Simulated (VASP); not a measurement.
# TiB2 (P6/mmm) in VASP: a series of runs, part 3 of 3

VASP 6.6.1. The steps go on from the part before.

### Step 4. Electric field gradients, PBEsol (equal xx and yy strain of +2 %)

The input, INCAR:

```
PREC = Accurate
ENCUT = 520
EDIFF = 1E-8
ISMEAR = -1
SIGMA = 0.08
LREAL = False
LASPH = True
NELM = 80
ALGO = Normal
ISIF = 2
LWAVE = False
LCHARG = False
GGA = PS
LEFG = True
NBANDS = 16
```

The input, KPOINTS:

```
Automatic mesh
0
Gamma
  15 15 13
```

The input, POSCAR:

```
TiB2
1.0
    3.0897821656      0.0000000000      0.0000000000
   -1.5448910828      2.6758298476      0.0000000000
    0.0000000000      0.0000000000      3.2284000000
Ti B
1 2
Direct
    0.0000000000      0.0000000000      0.0000000000
    0.3333333333      0.6666666667      0.5000000000
    0.6666666667      0.3333333333      0.5000000000
```

Potentials or basis: VASP PAW PBE potentials, release 64 (Ti_sv, B).

Started as:

```
$ cat potpaw_PBE.64/Ti_sv/POTCAR potpaw_PBE.64/B/POTCAR > POTCAR
$ mpirun -np 1 vasp_std > vasp.out
```

OUTCAR:

```text
PREC = Accurate
   ENCUT = 520
   EDIFF = 1E-8
   ISMEAR = -1
   LREAL = False
   LASPH = True
   NELM = 80
   ISIF = 2
   GGA = PS

 ion  position               nearest neighbor table
   1  0.000  0.000  0.000-   2 2.41   3 2.41   2 2.41   3 2.41   3 2.41   3 2.41   2 2.41   2 2.41
                             3 2.41   3 2.41   2 2.41   2 2.41
   2  0.333  0.667  0.500-   3 1.78   3 1.78   3 1.78   1 2.41   1 2.41   1 2.41   1 2.41   1 2.41
                             1 2.41
   3  0.667  0.333  0.500-   2 1.78   2 1.78   2 1.78   1 2.41   1 2.41   1 2.41   1 2.41   1 2.41
                             1 2.41

  LATTYP: Found a hexagonal cell.
 ALAT       =     3.0897821656
 C/A-ratio  =     1.0448633033

  Lattice vectors:

 A1 = (   3.0897821656,   0.0000000000,   0.0000000000)
 A2 = (  -1.5448910828,   2.6758298476,   0.0000000000)
 A3 = (   0.0000000000,   0.0000000000,   3.2284000000)

Analysis of symmetry for initial positions (statically):
=====================================================================
 Subroutine PRICEL returns:
 Original cell was already a primitive cell.

 Routine SETGRP: Setting up the symmetry group for a
 hexagonal supercell.

 Subroutine GETGRP returns: Found 24 space group operations
 (whereof 24 operations were pure point group operations)
 out of a pool of 24 trial point group operations.

The static configuration has the point symmetry D_6h.

Analysis of symmetry for dynamics (positions and initial velocities):
=====================================================================
 Subroutine PRICEL returns:
 Original cell was already a primitive cell.

 Routine SETGRP: Setting up the symmetry group for a
 hexagonal supercell.

 Subroutine GETGRP returns: Found 24 space group operations
 (whereof 24 operations were pure point group operations)
 out of a pool of 24 trial point group operations.

The dynamic configuration has the point symmetry D_6h.

 Subroutine INISYM returns: Found 24 space group operations
 (whereof 24 operations are pure point group operations),
 and found     1 'primitive' translations

----------------------------------------------------------------------------------------

                                     Primitive cell

  volume of cell :      26.6915

  direct lattice vectors                    reciprocal lattice vectors
     3.089782166  0.000000000  0.000000000     0.323647412  0.186857920  0.000000000
    -1.544891083  2.675829848  0.000000000     0.000000000  0.373715840  0.000000000
     0.000000000  0.000000000  3.228400000     0.000000000  0.000000000  0.309750960

  length of vectors
     3.089782166  3.089782166  3.228400000     0.373715840  0.373715840  0.309750960

  position of ions in fractional coordinates (direct lattice)
     0.000000000  0.000000000  0.000000000
     0.333333333  0.666666667  0.500000000
     0.666666667  0.333333333  0.500000000

  ion indices of the primitive-cell ions
   primitive index   ion index
                 1           1
                 2           2
                 3           3

[... 86 lines left out ...]
   ISMEAR =    -1;   SIGMA  =   0.08  broadening in eV -4-tet -1-fermi 0-gaus
   EFERMI_NEDOS =   21; number of points for ismear=-14 and -15
   IALGO  =     38    algorithm
   IMIX   =      4    mixing-type and parameters
     AMIX     =   0.40;   BMIX     =  1.00
     AMIX_MAG =   1.60;   BMIX_MAG =  1.00
  volume/ion in A,a.u.               =       8.90        60.04
  Fermi-wavevector in a.u.,A,eV,Ry     =   1.435625  2.712938 28.041879  2.061020
  Thomas-Fermi vector in A             =   2.554903
   LORBIT       =      0    0 simple, 1 ext, 2 COOP (PROOUT), +10 PAW based schemes
   GGA     = PS    functional components
   LHFCALC =     F    Hartree Fock is set to
   AEXX    =    0.0000 exact exchange contribution
   IVDW    =     0    specifies the selected vdW correction
   LEPSILON=     F    determine dielectric tensor
   LRPA    =     F    only Hartree local field effects (RPA)
 non-spin polarized calculation
  energy-cutoff  :      520.00
  volume of cell :       26.69
 maximum number of plane-waves:       737
 NGX is ok and might be reduce to    24
   NGX = 11   NGY = 11   NGZ = 13

 number of electron      18.0000000 magnetization

 Free energy of the ion-electron system (eV)
  ---------------------------------------------------
  ext. energy  EPLUGINS =         0.00000000
  ---------------------------------------------------
  free energy    TOTEN  =       -25.71969878 eV

  energy without entropy =      -25.71109093  energy(sigma->0) =      -25.71539485

 E-fermi :   9.4831     XC(G=0): -12.6862

 val. band max:        9.4646747675   @ k =   0.0667   0.0000   0.3846
 cond. band min:       9.5279811011   @ k =   0.0667   0.0000   0.3077
 fundamental gap:      0.0633063336
 Fermi energy:         9.4830880247

 k-point     1 :       0.0000    0.0000    0.0000
  band No.  band energies     occupation
      1     -47.2855      2.00000
      2     -23.7205      2.00000
      3     -23.4565      2.00000
      4     -23.4565      2.00000
      5      -3.7419      2.00000
      6       6.8491      2.00000
[... 433 lines left out ...]
      3     -23.6597      2.00000
      4     -23.6103      2.00000
      5       0.6730      2.00000
      6       0.8549      2.00000
[... 8 lines left out ...]
     15      18.0623      0.00000
     16      18.8793      0.00000

 [... further k-points ...]

------------------------ aborting loop because EDIFF is reached ----------------------------------------

  FORCE on cell =-STRESS in cart. coord.  units (eV):
  Direction    XX          YY          ZZ          XY          YZ          ZX
  --------------------------------------------------------------------------------------
  -------------------------------------------------------------------------------------
  Total       -2.7918723     -2.7918723     -1.6720213      0.0000000      0.0000000     -0.0000000
  in kB     -167.5839540   -167.5839540   -100.3641719      0.0000000      0.0000000     -0.0000000
  external PRESSURE =    -145.1773599 kB  Pullay stress =       0.0000000 kB

 VOLUME and BASIS-vectors are now :
 -----------------------------------------------------------------------------
  energy-cutoff  :      520.00
  volume of cell :       26.69
      direct lattice vectors                 reciprocal lattice vectors
     3.089782166  0.000000000  0.000000000     0.323647412  0.186857920  0.000000000
    -1.544891083  2.675829848  0.000000000     0.000000000  0.373715840  0.000000000
     0.000000000  0.000000000  3.228400000     0.000000000  0.000000000  0.309750960

 POSITION                                       TOTAL-FORCE (eV/Angst)
 -----------------------------------------------------------------------------------
      0.00000      0.00000      0.00000         0.000000      0.000000      0.000000
     -0.00000      1.78389      1.61420         0.000000     -0.000000      0.000000
      1.54489      0.89194      1.61420        -0.000000      0.000000      0.000000
 -----------------------------------------------------------------------------------
    total drift:                               -0.000000      0.000000      0.000000

  FREE ENERGIE OF THE ION-ELECTRON SYSTEM (eV)
  ---------------------------------------------------
  free  energy   TOTEN  =       -25.7196987815 eV

  energy  without entropy=      -25.7110909278  energy(sigma->0) =      -25.71539485

 Electric field gradients (V/A^2)
---------------------------------------------------------------------
 ion       V_xx      V_yy      V_zz      V_xy      V_xz      V_yz
---------------------------------------------------------------------
   1      -7.651    -7.652    15.303    -0.001    -0.000    -0.000
   2      -1.894    -1.894     3.788    -0.000     0.000    -0.000
   3      -1.894    -1.894     3.788    -0.000     0.000     0.000
---------------------------------------------------------------------

 Electric field gradients after diagonalization (V/A^2)
 (convention: |V_zz| > |V_xx| > |V_yy|)
----------------------------------------------------------------------
 ion       V_xx      V_yy      V_zz     asymmetry (V_yy - V_xx)/ V_zz
----------------------------------------------------------------------
   1      -7.652    -7.650    15.303       0.000
   2      -1.894    -1.894     3.788       0.000
   3      -1.894    -1.894     3.788       0.000
----------------------------------------------------------------------

           NMR quadrupolar parameters

 Cq : quadrupolar parameter    Cq=e*Q*V_zz/h
 eta: asymmetry parameters     (V_yy - V_xx)/ V_zz
 Q  : nuclear electric quadrupole moment in mb (millibarn)
----------------------------------------------------------------------
 ion       Cq(MHz)       eta       Q (mb)
----------------------------------------------------------------------
   1       0.037       0.000       1.000
   2       0.009       0.000       1.000
   3       0.009       0.000       1.000
----------------------------------------------------------------------
```

stdout:

```text
POSCAR found type information on POSCAR TiB
 POSCAR found :  2 types and       3 ions
 scaLAPACK will be used
 -----------------------------------------------------------------------------
|                                                                             |
|                                                                             |
|     You enforced a specific xc type in the INCAR file but a different       |
|     I HOPE YOU KNOW WHAT YOU ARE DOING!                                     |
|                                                                             |
 -----------------------------------------------------------------------------

 LDA part: xc-table for (Slater+PW92), standard interpolation
 POSCAR, INCAR and KPOINTS ok, starting setup
 FFT: planning ... GRIDC
 FFT: planning ... GRID_SOFT
 FFT: planning ... GRID
 WAVECAR not read
 entering main loop
ion   1

ion   2

ion   3
```

Run time: 86 s. Hardware: 1 thread of AMD EPYC 9R45 (Zen 5), shared host; peak memory 0.16 GiB.

Results:

* Free energy: -25.7197 eV
* Pressure: -14.5 GPa
* Band gap on the k mesh: zero (band 9 reaches 9.82 eV, above the bottom of band 10 at 9.20 eV)

Electric field gradients, principal values (V/Å²):
```tsv
atom	least	middle	greatest (by size)
1 Ti	-7.650	-7.652	15.303
2 B	-1.894	-1.894	3.788
3 B	-1.894	-1.894	3.788
```

Caveat: the cell differs from its parent crystal (equal xx and yy strain of +2 %); without QUAD_EFG the Cq values of the log hold for a quadrupole moment of 1 mb, not for the nuclei; the PAW data sets were made with another functional, which shifts forces and pressure a little.
